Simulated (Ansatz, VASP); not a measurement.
**BeS: VASP beside Ansatz**

```xyz
2
Lattice="0.0000 2.3259 2.3093 2.3259 0.0000 2.3093 2.3259 2.3259 0.0000" Properties=species:S:1:pos:R:3 pbc="T T T"
Be    0.0000    0.0000    0.0000
S     2.3259    2.3259    2.3093
```

Change from the starting cell: epitaxial_xy strain +0.4%.

Alike in both runs: task single point; functional HSE06; k mesh 6 × 6 × 6; no spin polarisation.

|  | VASP | Ansatz |
| --- | --- | --- |
| version | VASP 6.6.1 | Ansatz 0.2.0 |
| potentials or method | VASP PAW PBE potentials, release 64 (Be, S) | plane waves, PAW |
| plane-wave cutoff (eV) | 520 | 420 |
| occupations | gaussian, width 0.01 eV | fixed |
| valence electrons in the cell | 8 | 8 |

VASP gave:

* gap on the k mesh at the Fermi level (eV): 1.68
* pressure (GPa): -2.4
* traceless stress, the component that is largest in VASP (GPa): 0.44

Task: What did Ansatz give for the same quantities?

Result: gap on the k mesh at the Fermi level (eV): 1.69; pressure (GPa): -2.2; traceless stress, the component that is largest in VASP (GPa): 0.44.

Ansatz's warnings: stress exchange threshold loose, stress scf threshold loose.
